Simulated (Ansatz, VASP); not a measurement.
## Zr: VASP beside Ansatz

Contents of POSCAR:

```
Zr
1.0
    3.2319982225      0.0000000000      0.0000000000
   -1.6159991112      2.7989925656      0.0000000000
    0.0000000000      0.0000000000      5.1470000000
Zr
2
Direct
    0.3333333333      0.6666666667      0.2500000000
    0.6666666667      0.3333333333      0.7500000000
```

File INCAR.step1:

```
PREC = Accurate ; ENCUT = 600
ISMEAR = -1 ; SIGMA = 0.1
LREAL = F ; LASPH = T
NELM = 80 ; GGA = PE
ALGO = Normal ; EDIFF = 1E-4
LWAVE = T ; LCHARG = F
```

Contents of INCAR.step2:

```
PREC = Accurate ; ENCUT = 600
EDIFF = 1E-7 ; ISMEAR = -1
SIGMA = 0.1 ; LREAL = F
LASPH = T ; NELM = 80
ALGO = Normal ; ISIF = 3
LWAVE = F ; LCHARG = F
METAGGA = R2SCAN ; LMIXTAU = T
IBRION = 2 ; NSW = 80
EDIFFG = -0.01 ; ISTART = 1
```

Contents of KPOINTS:

```
Automatic mesh
0
Gamma
  11 11 6
```

Input for Ansatz:

```yaml
crystal:
  lattice:
    - [3.2319982225, 0.0, 0.0]
    - [-1.6159991112, 2.7989925656, 0.0]
    - [0.0, 0.0, 5.147]
  atoms:
    - { symbol: Zr, position: [0.3333333333, 0.6666666667, 0.25] }
    - { symbol: Zr, position: [0.6666666667, 0.3333333333, 0.75] }
hamiltonian:
  xc: r2scan
  pseudopotentials:
    kind: paw
    azcp:
      Zr: "pseudopotentials/Zr.paw.azcp"
basis:
  ecutwfc: 500
  fft_grid_basis: typed
kpoints:
  mp_grid: { grid: [11, 11, 6], shift: [0, 0, 0] }
magnetization:
  spin_polarized: false
scf:
  occupations: { method: fermi_dirac, width: 0.1 }
relax:
  max_steps: 60
  f_tol: 0.01
  cell: {}
```

Alike in both runs: task relaxation of cell and atoms; functional r2SCAN; k mesh 11 × 11 × 6; occupations fermi-dirac, width 0.1 eV; no spin polarisation.

|  | VASP | Ansatz |
| --- | --- | --- |
| version | VASP 6.6.1 | Ansatz 0.2.0 |
| potentials or method | VASP PAW PBE potentials, release 64 (Zr_sv), cutoff 600 eV | plane waves (500 eV) with PAW, scalar-relativistic |
| valence electrons in the cell | 24 | 24 |

|  | VASP | Ansatz | Ansatz less VASP |
| --- | --- | --- | --- |
| relaxed volume (Å³/atom) | 23.51 | 23.51 | +0.001 |
| relaxed length of the cell vector where the two differ most in proportion (Å) | 5.157 | 5.157 | +0.0002 |

VASP's potentials were made for PBE, not for r2SCAN.
